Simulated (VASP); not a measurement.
# Ge in VASP: a series of runs

Ge is run at these levels: PBE+D3(BJ); tasks: single point.

All numbers are computed with VASP 6.6.1; they aren't measurements. Logs are shortened: lines on timing, memory, paths and dates and some standing lists are left out, and cuts for length are marked.

### Step 1. The cell of the first run

The cell holds a slab with vacuum, 4 atoms: a = 4.023 Å, b = 4.023 Å, c = 18.869 Å, α = 90.00°, β = 90.00°, γ = 120.00°.

### Step 2. Single point, PBE+D3(BJ) (layers slid over each other)

Contents of INCAR:

```
  PREC = Accurate
  ENCUT = 520
  EDIFF = 1E-6
  ISMEAR = 0
  SIGMA = 0.1
  LREAL = F
  LASPH = T
  NELM = 60
  ALGO = Normal
  ISIF = 2
  LWAVE = F
  LCHARG = F
  LDIPOL = T
  IDIPOL = 3
  DIPOL = 0.5 0.5 0.387
  GGA = PE
  IVDW = 12
  NBANDS = 36
```

Contents of KPOINTS:

```
Automatic mesh
0
Gamma
  9 9 1
```

Contents of POSCAR:

```
Ge
1.0
    4.0226895355      0.0000000000      0.0000000000
   -2.0113447678      3.4837513293      0.0000000000
    0.0000000000      0.0000000000     18.8685220287
Ge
4
Direct
    0.3333333333      0.6666666667      0.2747571329
    0.6666666667      0.3333333333      0.2384924475
    0.8888888889      1.4444444444      0.5362646853
    1.2222222222      1.1111111111      0.5000000000
```

Potentials or basis: VASP PAW PBE potentials, release 64 (Ge_d).

On the command line:

```console
$ cat potpaw_PBE.64/Ge_d/POTCAR > POTCAR
$ mpirun -np 1 vasp_std > vasp.out
```

OUTCAR:

```text
PREC = Accurate
   ENCUT = 520
   EDIFF = 1E-6
   ISMEAR = 0
   LREAL = F
   LASPH = T
   NELM = 60
   ISIF = 2
   GGA = PE
   IVDW = 12
 IVDW          = 12

 ion  position               nearest neighbor table
   1  0.333  0.667  0.275-   2 2.42   2 2.42   2 2.42
   2  0.667  0.333  0.238-   1 2.42   1 2.42   1 2.42
   3  0.889  0.444  0.536-   4 2.42   4 2.42   4 2.42
   4  0.222  0.111  0.500-   3 2.42   3 2.42   3 2.42

  LATTYP: Found a hexagonal cell.
 ALAT       =     4.0226895355
 C/A-ratio  =     4.6905240542

  Lattice vectors:

 A1 = (   4.0226895355,   0.0000000000,   0.0000000000)
 A2 = (  -2.0113447678,   3.4837513293,   0.0000000000)
 A3 = (   0.0000000000,   0.0000000000,  18.8685220287)

Analysis of symmetry for initial positions (statically):
=====================================================================
 Subroutine PRICEL returns:
 Original cell was already a primitive cell.

 Routine SETGRP: Setting up the symmetry group for a
 hexagonal supercell.

 Subroutine GETGRP returns: Found  4 space group operations
 (whereof  2 operations were pure point group operations)
 out of a pool of 24 trial point group operations.

The static configuration has the point symmetry C_1h.
 The point group associated with its full space group is C_2h.

Analysis of symmetry for dynamics (positions and initial velocities):
=====================================================================
 Subroutine PRICEL returns:
 Original cell was already a primitive cell.

 Routine SETGRP: Setting up the symmetry group for a
 hexagonal supercell.

 Subroutine GETGRP returns: Found  4 space group operations
 (whereof  2 operations were pure point group operations)
 out of a pool of 24 trial point group operations.

The dynamic configuration has the point symmetry C_1h.
 The point group associated with its full space group is C_2h.

 Subroutine INISYM returns: Found  4 space group operations
 (whereof  2 operations are pure point group operations),
 and found     1 'primitive' translations

----------------------------------------------------------------------------------------

                                     Primitive cell

  volume of cell :     264.4244

  direct lattice vectors                    reciprocal lattice vectors
     4.022689535  0.000000000  0.000000000     0.248589903  0.143523447  0.000000000
    -2.011344768  3.483751329  0.000000000     0.000000000  0.287046894  0.000000000
     0.000000000  0.000000000 18.868522029     0.000000000  0.000000000  0.052998322

  length of vectors
     4.022689535  4.022689536 18.868522029     0.287046894  0.287046894  0.052998322

  position of ions in fractional coordinates (direct lattice)
     0.333333333  0.666666667  0.274757133
     0.666666667  0.333333333  0.238492448
     0.888888889  0.444444444  0.536264685
     0.222222222  0.111111111  0.500000000

  ion indices of the primitive-cell ions
   primitive index   ion index
                 1           1
                 2           2
                 3           3
                 4           4

----------------------------------------------------------------------------------------

 KPOINTS: Automatic mesh

Automatic generation of k-mesh.
 Grid dimensions read from file:
 generate k-points for:    9    9    1

 Generating k-lattice:

  Cartesian coordinates                     Fractional coordinates (reciprocal lattice)
     0.027621100  0.015947050  0.000000000     0.111111111  0.000000000  0.000000000
     0.000000000  0.031894099  0.000000000     0.000000000  0.111111111  0.000000000
     0.000000000  0.000000000  0.052998322     0.000000000  0.000000000  1.000000000

  Length of vectors
     0.031894099  0.031894099  0.052998322

  Shift w.r.t. Gamma in fractional coordinates (k-lattice)
     0.000000000  0.000000000  0.000000000

 Subroutine IBZKPT returns following result:
 ===========================================

 Found     25 irreducible k-points:

 Following reciprocal coordinates:
            Coordinates               Weight
  0.000000  0.000000  0.000000      1.000000
  0.111111  0.000000  0.000000      2.000000
  0.000000  0.111111  0.000000      4.000000
  0.222222  0.000000  0.000000      2.000000
  0.000000  0.222222  0.000000      4.000000
  0.333333  0.000000  0.000000      2.000000
[... 16 lines left out ...]
 -0.222222 -0.444444  0.000000      4.000000
  0.444444  0.333333  0.000000      4.000000
   k-points           NKPTS =     25   k-points in BZ     NKDIM =     25   number of bands    NBANDS=     36
   number of dos      NEDOS =    301   number of ions     NIONS =      4
   total plane-waves  NPLWV = 126000
   dimension x,y,z NGX =    30 NGY =   30 NGZ =  140
   dimension x,y,z NGXF=    60 NGYF=   60 NGZF=  280
   ions per type =               4
   NGX,Y,Z   is equivalent  to a cutoff of  12.40, 12.40, 12.34 a.u.
   NGXF,Y,Z  is equivalent  to a cutoff of  24.80, 24.80, 24.67 a.u.
 SYSTEM =  unknown system
   PREC   = accura    normal or accurate (medium, high low for compatibility)
   ISTART =      0    job   : 0-new  1-cont  2-samecut
   ICHARG =      2    charge: 1-file 2-atom 10-const
   ISPIN  =      1    spin polarized calculation?
   LNONCOLLINEAR =      F non collinear calculations
   LSORBIT =      F    spin-orbit coupling
   LASPH  =      T    aspherical Exc in radial PAW
   ENCUT  =  520.0 eV  38.22 Ry    6.18 a.u.   7.48  7.48 35.08*2*pi/ulx,y,z
   NELM   =     60;   NELMIN=  2; NELMDL= -5     # of ELM steps
   EDIFF  = 0.1E-05   stopping-criterion for ELM
   LREAL  =      F    real-space projection
   EDIFFG = 0.1E-04   stopping-criterion for IOM
   NSW    =      0    number of steps for IOM
   IBRION =     -1    ionic relax: 0-MD 1-quasi-New 2-CG
   NFREE  =      0    steps in history (QN), initial steepest desc. (CG)
   ISIF   =      2    stress and relaxation
   ISYM   =      2    0-nonsym 1-usesym 2-fastsym
   POTIM  = 0.5000    time-step for ionic-motion
   TEBEG  =    0.0;   TEEND  =   0.0 temperature during run
   PSTRESS=    0.0 pullay stress
   NELECT =      56.0000    total number of electrons
   NUPDOWN=      -1.0000    fix difference up-down
   EMIN   =  10.00;   EMAX   =-10.00  energy-range for DOS
   EFERMI =   0.00;   METHOD = LEGACY
   ISMEAR =     0;   SIGMA  =   0.10  broadening in eV -4-tet -1-fermi 0-gaus
   EFERMI_NEDOS =   21; number of points for ismear=-14 and -15
   IALGO  =     38    algorithm
   IMIX   =      4    mixing-type and parameters
     AMIX     =   0.40;   BMIX     =  1.00
     AMIX_MAG =   1.60;   BMIX_MAG =  1.00
  volume/ion in A,a.u.               =      66.11       446.11
  Fermi-wavevector in a.u.,A,eV,Ry     =   0.975821  1.844035 12.955840  0.952227
  Thomas-Fermi vector in A             =   2.106391
   LORBIT       =      0    0 simple, 1 ext, 2 COOP (PROOUT), +10 PAW based schemes
   GGA     = PE    functional components
   LHFCALC =     F    Hartree Fock is set to
   AEXX    =    0.0000 exact exchange contribution
   IVDW    =    12    specifies the selected vdW correction
   LEPSILON=     F    determine dielectric tensor
   LRPA    =     F    only Hartree local field effects (RPA)
 non-spin polarized calculation
 Gauss-broadening in eV      SIGMA  =   0.10
  energy-cutoff  :      520.00
  volume of cell :      264.42
 maximum number of plane-waves:      7165
 NGX is ok and might be reduce to    30
   NGX = 15   NGY = 15   NGZ = 71

 dipolmoment           0.000000      0.000000      0.000128 electrons x Angstroem

 number of electron      55.9999982 magnetization

 dipolmoment           0.000000      0.000000     -0.000008 electrons x Angstroem

 Free energy of the ion-electron system (eV)
  ---------------------------------------------------
  ext. energy  EPLUGINS =         0.00000000
  ---------------------------------------------------
  free energy    TOTEN  =       -16.17190920 eV

  energy without entropy =      -16.17120314  energy(sigma->0) =      -16.17155617

 E-fermi :  -1.3458     XC(G=0):  -4.4605

 val. band max:       -1.4821570889   @ k =   0.3333   0.3333   0.0000
 cond. band min:      -1.2039374547   @ k =   0.3333   0.3333   0.0000
 fundamental gap:      0.2782196342
 Fermi energy:        -1.3457522192

 k-point     1 :       0.0000    0.0000    0.0000
  band No.  band energies     occupation
      1     -25.8463      2.00000
      2     -25.8462      2.00000
      3     -25.8462      2.00000
      4     -25.8461      2.00000
      5     -25.7960      2.00000
      6     -25.7959      2.00000
[... 28 lines left out ...]
     35       2.5872      0.00000
     36       2.5982      0.00000

 k-point     2 :       0.1111    0.0000    0.0000
  band No.  band energies     occupation
      1     -25.8527      2.00000
      2     -25.8526      2.00000
      3     -25.8510      2.00000
      4     -25.8509      2.00000
      5     -25.8080      2.00000
      6     -25.8078      2.00000
[... 28 lines left out ...]
     35       3.0398      0.00000
     36       3.0878      0.00000

 k-point     3 :       0.0000    0.1111    0.0000
  band No.  band energies     occupation
      1     -25.8528      2.00000
      2     -25.8527      2.00000
      3     -25.8509      2.00000
      4     -25.8508      2.00000
      5     -25.8080      2.00000
      6     -25.8079      2.00000
[... 28 lines left out ...]
     35       3.0560      0.00000
     36       3.0872      0.00000

 k-point     4 :       0.2222    0.0000    0.0000
  band No.  band energies     occupation
      1     -25.8624      2.00000
      2     -25.8623      2.00000
      3     -25.8588      2.00000
      4     -25.8587      2.00000
      5     -25.8206      2.00000
      6     -25.8205      2.00000
[... 28 lines left out ...]
     35       3.6572      0.00000
     36       4.1383      0.00000

 k-point     5 :       0.0000    0.2222    0.0000
  band No.  band energies     occupation
      1     -25.8624      2.00000
      2     -25.8623      2.00000
      3     -25.8588      2.00000
      4     -25.8587      2.00000
      5     -25.8207      2.00000
      6     -25.8206      2.00000
[... 655 lines left out ...]
 k-point    22 :       0.3333    0.2222    0.0000
  band No.  band energies     occupation
      1     -25.8852      2.00000
      2     -25.8852      2.00000
      3     -25.8559      2.00000
      4     -25.8558      2.00000
      5     -25.8485      2.00000
      6     -25.8484      2.00000
[... 28 lines left out ...]
     35       4.3287      0.00000
     36       5.1837      0.00000

 k-point    23 :      -0.2222   -0.4444    0.0000
  band No.  band energies     occupation
      1     -25.8852      2.00000
      2     -25.8852      2.00000
      3     -25.8560      2.00000
      4     -25.8559      2.00000
      5     -25.8485      2.00000
      6     -25.8483      2.00000
[... 28 lines left out ...]
     35       4.2645      0.00000
     36       5.1984      0.00000

 k-point    24 :       0.4444    0.3333    0.0000
  band No.  band energies     occupation
      1     -25.8852      2.00000
      2     -25.8852      2.00000
      3     -25.8559      2.00000
      4     -25.8558      2.00000
      5     -25.8485      2.00000
      6     -25.8484      2.00000
[... 28 lines left out ...]
     35       4.2945      0.00000
     36       5.1749      0.00000

 [... further k-points ...]

------------------------ aborting loop because EDIFF is reached ----------------------------------------

 vacuum level on the upper side and lower side of the slab       (xc-potential included)        -0.164        -0.164

 Edisp (eV)   -0.76073

 E8    (eV) :    -0.3480

  FORCE on cell =-STRESS in cart. coord.  units (eV):
  Direction    XX          YY          ZZ          XY          YZ          ZX
  --------------------------------------------------------------------------------------
  -------------------------------------------------------------------------------------
  Total      -0.20220    -0.22297    -0.64900     0.01799     0.00777     0.01345
  in kB      -1.22513    -1.35101    -3.93237     0.10901     0.04705     0.08149
  external pressure =       -2.17 kB  Pullay stress =        0.00 kB

 VOLUME and BASIS-vectors are now :
 -----------------------------------------------------------------------------
  energy-cutoff  :      520.00
  volume of cell :      264.42
      direct lattice vectors                 reciprocal lattice vectors
     4.022689535  0.000000000  0.000000000     0.248589903  0.143523447  0.000000000
    -2.011344768  3.483751329  0.000000000     0.000000000  0.287046894  0.000000000
     0.000000000  0.000000000 18.868522029     0.000000000  0.000000000  0.052998322

 POSITION                                       TOTAL-FORCE (eV/Angst)
 -----------------------------------------------------------------------------------
     -0.00000      2.32250      5.18426        -0.008221     -0.004747      0.104682
      2.01134      1.16125      4.50000         0.003771      0.002177      0.025189
      2.68179      1.54833     10.11852        -0.003771     -0.002177     -0.025189
      0.67045      0.38708      9.43426         0.008221      0.004747     -0.104682
 -----------------------------------------------------------------------------------
    total drift:                                0.000005     -0.000003     -0.000200

  FREE ENERGIE OF THE ION-ELECTRON SYSTEM (eV)
  ---------------------------------------------------
  free  energy   TOTEN  =       -16.9326354646 eV

  energy  without entropy=      -16.9319294002  energy(sigma->0) =      -16.93228243

 vacuum level on the upper side and lower side of the slab         3.019         3.020
```

It took 2.4 min on 1 thread of Intel Xeon 6975P-C (Granite Rapids), shared host; peak memory 0.45 GiB.

What came out:

| Property | Result |
| --- | --- |
| Free energy | -16.9326 eV |
| Largest force | 0.105 eV/Å |
| Band gap on the k mesh | 0.28 eV |
| Dispersion energy per atom | -0.190 eV |

Forces in eV/Å, atoms in the order of the input:
```
Ge  -0.008 -0.005  0.105
Ge   0.004  0.002  0.025
Ge  -0.004 -0.002 -0.025
Ge   0.008  0.005 -0.105
```

Levels at points of the mesh, in eV from the valence-band top:
```tsv
k point	band 25	band 26	band 27	band 28	band 29	band 30	band 31	band 32
(0.00, 0.00, 0.00)	-0.31	-0.31	-0.29	-0.29	0.66	0.79	2.12	3.28
```

Caveat: the cell differs from its parent crystal (layers slid over each other).

### Step 3. Single point, PBE+D3(BJ) (layers slid over each other)

Contents of INCAR:

```
SYSTEM = Ge
  PREC = Accurate
  ENCUT = 520
  EDIFF = 1E-7
  ISMEAR = 0
  SIGMA = 0.1
  LREAL = .FALSE.
  LASPH = .TRUE.
  NELM = 60
  ALGO = Normal
  ISIF = 2
  LWAVE = .FALSE.
  LCHARG = .FALSE.
  LDIPOL = .TRUE.
  IDIPOL = 3
  DIPOL = 0.5 0.5 0.387
  GGA = PE
  IVDW = 12
  NBANDS = 36
```

Contents of KPOINTS:

```
Automatic mesh
0
G
  9 9 1
  0 0 0
```

Changes to POSCAR since step 2:

```diff
@@ -10,3 +10,3 @@
     0.6666666667      0.3333333333      0.2384924475
-    0.8888888889      1.4444444444      0.5362646853
-    1.2222222222      1.1111111111      0.5000000000
+    0.1111111111      1.2222222222      0.5362646853
+    0.4444444444      0.8888888889      0.5000000000
```

Potentials or basis: VASP PAW PBE potentials, release 64 (Ge_d).

On the command line:

```console
$ cat potpaw_PBE.64/Ge_d/POTCAR > POTCAR
$ mpirun -np 1 vasp_std > vasp.out
```

It took 2.9 min on 1 thread of Intel Xeon 6975P-C (Granite Rapids), shared host; peak memory 0.44 GiB.

The run converged. Its results:

- Free energy: -16.9534 eV
- Largest force: 0.147 eV/Å
- Band gap on the k mesh: 0.12 eV
- Dispersion energy per atom: -0.190 eV

Forces in eV/Å, atoms in the order of the input:
```
Ge   0.000  0.019  0.146
Ge   0.000  0.003  0.025
Ge   0.000 -0.003 -0.025
Ge   0.000 -0.019 -0.146
```

Levels at points of the mesh, in eV from the valence-band top:
```csv
k point,band 25,band 26,band 27,band 28,band 29,band 30,band 31,band 32
"(0.00, 0.00, 0.00)",-0.39,-0.39,-0.38,-0.37,0.58,0.70,2.02,3.23
```

Caveat: the cell differs from its parent crystal (layers slid over each other).

### Step 4. Single point, PBE+D3(BJ) (layers slid over each other)

Contents of INCAR:

```
SYSTEM = Ge
PREC = Accurate
ENCUT = 520
EDIFF = 1E-7
ISMEAR = 0
SIGMA = 0.1
LREAL = .False.
LASPH = .True.
NELM = 100
ALGO = Normal
ISIF = 2
LWAVE = .False.
LCHARG = .False.
LDIPOL = .True.
IDIPOL = 3
DIPOL = 0.5 0.5 0.387
GGA = PE
IVDW = 12
NBANDS = 36
```

Contents of KPOINTS:

```
regular mesh
0
Gamma
  9 9 1
  0 0 0
```

Changes to POSCAR since step 3:

```diff
@@ -10,3 +10,3 @@
     0.6666666667      0.3333333333      0.2384924475
-    0.1111111111      1.2222222222      0.5362646853
-    0.4444444444      0.8888888889      0.5000000000
+    0.2222222222      1.1111111111      0.5362646853
+    0.5555555556      0.7777777778      0.5000000000
```

On the command line:

```console
$ cat potpaw_PBE.64/Ge_d/POTCAR > POTCAR
$ mpirun -np 1 vasp_std > vasp.out
```

Run time: 2.8 min. Hardware: 1 thread of Intel Xeon 6975P-C (Granite Rapids), shared host; peak memory 0.45 GiB.

Results (log left out):

```yaml
Free_energy: -16.9535 eV
Largest_force: 0.147 eV/Å
Band_gap_on_the_k_mesh: 0.08 eV
Dispersion_energy_per_atom: -0.190 eV
```

Forces on the atoms (eV/Å):
```
Ge   0.018  0.011  0.146
Ge   0.000  0.000  0.026
Ge   0.000  0.000 -0.026
Ge  -0.018 -0.011 -0.146
```

Levels at points of the mesh, in eV from the valence-band top:
```csv
k point,band 25,band 26,band 27,band 28,band 29,band 30,band 31,band 32
"(0.00, 0.00, 0.00)",-0.42,-0.40,-0.40,-0.39,0.56,0.69,2.00,3.21
```

Caveat: the cell differs from its parent crystal (layers slid over each other).

### Step 5. Summary

```csv
cell,gap on the mesh (eV),largest force (eV/Å)
"as given, atomic positions A",0.28,0.11
"as given, atomic positions B",0.12,0.15
"as given, atomic positions C",0.08,0.15
```

Alike in all rows: task single point; level PBE+D3(BJ); potentials or basis VASP PAW PBE potentials, release 64 (Ge_d); no spin polarisation; k mesh 9 × 9 × 1; cutoff (eV) 520; smearing gaussian 0.1 eV.

Absolute energies hang on the potentials; compare differences alone.
